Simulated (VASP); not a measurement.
Wanted: the native input for a VASP 6.6.1 run.

```
Task                   : single point
Functional             : LDA
Potentials or basis    : VASP PAW LDA potentials, release 64 (Hf_pv)
Cutoff                 : 520 eV
k mesh                 : 10 × 10 × 10
Occupations            : fermi-dirac, width 0.05 eV
Spin                   : no spin polarisation
Dipole correction      : no
Further INCAR settings : ALGO = Normal; EDIFF = 1e-06; NBANDS = 11
```

The structure of Hf lies in POSCAR:

```
Hf
1.0
    0.0000000000      2.2347024152      2.2347024152
    2.2347024152      0.0000000000      2.2347024152
    2.2347024152      2.2347024152      0.0000000000
Hf
1
Direct
    0.0000000000      0.0000000000      0.0000000000
```

This cell differs from its parent crystal: volume scaled by 1.02.

These files were run (other wordings do the same):

INCAR

```
PREC     = Accurate       # precision mode
ENCUT    = 520            # plane-wave cutoff, eV
EDIFF    = 1E-6           # SCF threshold, eV
ISMEAR   = -1             # smearing method
SIGMA    = 0.05           # smearing width, eV
LREAL    = F              # projectors in reciprocal space
LASPH    = T              # aspherical terms in the spheres
NELM     = 60             # most SCF steps
ALGO     = Normal         # electronic algorithm
ISIF     = 2              # what is computed and relaxed
LWAVE    = F              # write WAVECAR
LCHARG   = F              # write CHGCAR
NBANDS   = 11             # bands
```

KPOINTS

```
regular mesh
0
Gamma
  10 10 10
```

Potentials or basis: VASP PAW LDA potentials, release 64 (Hf_pv).

Launch:

```console
$ cat potpaw_LDA.64/Hf_pv/POTCAR > POTCAR
$ mpirun -np 1 vasp_std > vasp.out
```

It gave:

The pressure is -7.6 GPa and the band gap on the k mesh is zero (band 5 reaches 5.96 eV, above the bottom of band 6 at 4.24 eV).

Caveat: spin-orbit coupling is left out, which moves the levels of the heavy elements.

It took 5.1 s on 1 thread of AMD EPYC 9R45 96-Core Processor (Zen 5), on a shared host, peak memory 0.1 GiB.
